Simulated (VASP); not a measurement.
Wanted: the native input for a VASP 6.6.1 run.

* Task: single point
* Functional: PBE
* Potentials or basis: VASP PAW PBE potentials, release 64 (Lu, Mn_pv, In_d)
* Cutoff: 520 eV
* k mesh: 7 × 7 × 9
* Occupations: fermi-dirac, width 0.15 eV
* Spin: collinear spin, ferromagnetic start
* Starting moments: [0.0, 2.8, 0.0] μB
* Dipole correction: no
* Further INCAR settings: ALGO = Normal; EDIFF = 1e-07; NBANDS = 36

The structure of LuMnIn lies in POSCAR:

```
LuMnIn
1.0
    4.8596422020      0.0000000000      0.0000000000
   -2.4298211010      4.2085733062      0.0000000000
    0.0000000000      0.0000000000      3.4891111865
Lu Mn In
1 1 1
Direct
    0.0000000000      0.0000000000      0.0000000000
    0.3333333333      0.6666666667      0.5000000000
    0.6666666667      0.3333333333      0.5000000000
```

The input as run:

INCAR

```
PREC     = Accurate       # precision mode
ENCUT    = 520            # plane-wave cutoff, eV
EDIFF    = 1E-7           # SCF threshold, eV
ISMEAR   = -1             # smearing method
SIGMA    = 0.15           # smearing width, eV
LREAL    = False          # projectors in reciprocal space
LASPH    = True           # aspherical terms in the spheres
NELM     = 150            # most SCF steps
ALGO     = Normal         # electronic algorithm
ISIF     = 2              # what is computed and relaxed
LWAVE    = False          # write WAVECAR
LCHARG   = False          # write CHGCAR
ISPIN    = 2              # spin polarisation
MAGMOM   = 0 2.8 0        # initial moments
LORBIT   = 11             # projections on sites
LMAXMIX  = 4              # l up to which the mixer works
GGA      = PE             # functional
NBANDS   = 36             # bands
```

KPOINTS

```
Automatic mesh
0
Gamma
  7 7 9
```

Potentials or basis: VASP PAW PBE potentials, release 64 (Lu, Mn_pv, In_d).

Launch:

```bash
$ cat potpaw_PBE.64/Lu/POTCAR potpaw_PBE.64/Mn_pv/POTCAR potpaw_PBE.64/In_d/POTCAR > POTCAR
$ mpirun -np 1 vasp_std > vasp.out
```

It gave:

* Pressure: -4.2 GPa
* Net moment: 3.65 μB per cell
* Site moments: Lu -0.13; Mn +3.71; In -0.03 μB
* Valence electrons inside the program's atomic spheres: Lu 23.01; Mn 11.40; In 11.51

Caveat: the cell stands under tension.

Run time: 6.7 min on 1 thread of Intel(R) Xeon(R) Platinum 8375C CPU @ 2.90GHz (Ice Lake) (shared host), peak memory 0.34 GiB.
